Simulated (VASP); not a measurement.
Here is a VASP 6.6.1 calculation.

Contents of POSCAR:

```
KBr
1.0
    0.0000000000      3.1087360978      3.3488431232
    3.1087360978      0.0000000000      3.3488431232
    3.1087360978      3.1087360978      0.0000000000
K Br
1 1
Direct
    0.0000000000      0.0000000000      0.0000000000
    0.5000000000      0.5000000000      0.5000000000
```

INCAR.step1

```
SYSTEM = KBr
ALGO = Normal ; EDIFF = 1E-4
ENCUT = 520 ; GGA = PE
ISMEAR = 0 ; LASPH = .True.
LCHARG = .False. ; LREAL = .False.
LWAVE = .True. ; NBANDS = 15
NELM = 80 ; PREC = Accurate
SIGMA = 0.01
```

The input INCAR.step2:

```
SYSTEM = KBr
ALGO = Normal ; EDIFF = 1E-6
ENCUT = 520 ; ISIF = 2
ISMEAR = 0 ; ISTART = 1
LASPH = .True. ; LCHARG = .False.
LMIXTAU = .True. ; LREAL = .False.
LWAVE = .False. ; METAGGA = R2SCAN
NBANDS = 15 ; NELM = 80
PREC = Accurate ; SIGMA = 0.01
```

File KPOINTS:

```
k-points
0
Gamma
  6 6 6
  0 0 0
```

Potentials or basis: VASP PAW PBE potentials, release 64 (K_sv, Br).

Command:

```sh
$ cat potpaw_PBE.64/K_sv/POTCAR potpaw_PBE.64/Br/POTCAR > POTCAR
$ cp INCAR.step1 INCAR
$ mpirun -np 1 vasp_std > vasp.out
$ cp INCAR.step2 INCAR
$ mpirun -np 1 vasp_std > vasp.out
```

(1) Estimate the pressure.

(2) Estimate the band gap on the k mesh.

## Answers

(1) 2.7 GPa.

(2) 5.34 eV, direct.

Caveat: the cell differs from its parent crystal (epitaxial xy strain -5.9%); the PAW data sets were made with another functional, which shifts forces and pressure a little.
